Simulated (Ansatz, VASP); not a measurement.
Li2Se in VASP and in Ansatz

```
Li Se
1.0
     0.00000    3.00741    3.00741
     3.00741    0.00000    3.00741
     3.00741    3.00741    0.00000
Li Se
2 1
Direct
  0.25000 0.25000 0.25000
  0.75000 0.75000 0.75000
  0.00000 0.00000 0.00000
```

Alike in both runs: task single point; functional PBE; dispersion D4; k mesh 8 × 8 × 8; occupations gaussian, width 0.05 eV; no spin polarisation.

|  | VASP | Ansatz |
| --- | --- | --- |
| version | VASP 6.6.1 | Ansatz 0.2.0 |
| potentials or method | VASP PAW PBE potentials, release 64 (Li_sv, Se), cutoff 750 eV | scalar-relativistic, plane waves, PAW |
| valence electrons in the cell | 12 | 22 |

Ansatz gave:

| Quantity | Value |
| --- | --- |
| gap on the k mesh at the Fermi level (eV) | 2.98 |
| least direct gap on the mesh (eV) | 3.36 |
| pressure (GPa) | -1.3 |

Task: Which values does VASP return?

Result: gap on the k mesh at the Fermi level (eV): 2.98; least direct gap on the mesh (eV): 3.36; pressure (GPa): -1.4.

VASP's potentials hold 12 valence electrons a cell and Ansatz's 22, so a difference there can come from the potentials and not from the codes.
